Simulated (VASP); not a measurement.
Write the native input for VASP 6.6.1 that does the following.

| Property | Result |
| --- | --- |
| Task | single point |
| Functional | LDA |
| Potentials or basis | VASP PAW LDA potentials, release 64 (Ta_pv, C) |
| Cutoff | 520 eV |
| k mesh | 18 × 18 × 10 |
| Occupations | fermi-dirac, width 0.15 eV |
| Spin | no spin polarisation |
| Dipole correction | no |
| Further INCAR settings | ALGO = Normal; EDIFF = 1e-06; NBANDS = 20 |

The structure of Ta2C lies in POSCAR:

```
Ta2C
1.0
    3.0561970855      0.0000000000      0.0000000000
   -1.5280985427      2.6467443150      0.0000000000
    0.0000000000      0.0000000000      4.8562305405
Ta C
2 1
Direct
    0.3333333333      0.6666666667      0.2542160715
    0.6666666667      0.3333333333      0.7457839285
    0.0000000000      0.0000000000      0.0000000000
```

This cell differs from its parent crystal: volume scaled by 0.98, then relaxed in part.

These files were run (other wordings do the same):

INCAR

```
  PREC = Accurate
  ENCUT = 520
  EDIFF = 1E-6
  ISMEAR = -1
  SIGMA = 0.15
  LREAL = F
  LASPH = T
  NELM = 80
  ALGO = Normal
  ISIF = 2
  LWAVE = F
  LCHARG = F
  NBANDS = 20
```

KPOINTS

```
regular mesh
0
Gamma
  18 18 10
```

Potentials or basis: VASP PAW LDA potentials, release 64 (Ta_pv, C).

Launch:

```sh
$ cat potpaw_LDA.64/Ta_pv/POTCAR potpaw_LDA.64/C/POTCAR > POTCAR
$ mpirun -np 1 vasp_std > vasp.out
```

It gave:

The pressure is 7.4 GPa. The largest force is 0.061 eV/Å and the band gap on the k mesh is zero (band 13 reaches 7.41 eV, above the bottom of band 14 at 6.56 eV).

Caveat: spin-orbit coupling is left out, which moves the levels of the heavy elements.

Wall time 66 s on 1 thread of Intel(R) Xeon(R) 6975P-C (Granite Rapids), with other jobs on the host, peak memory 0.32 GiB.
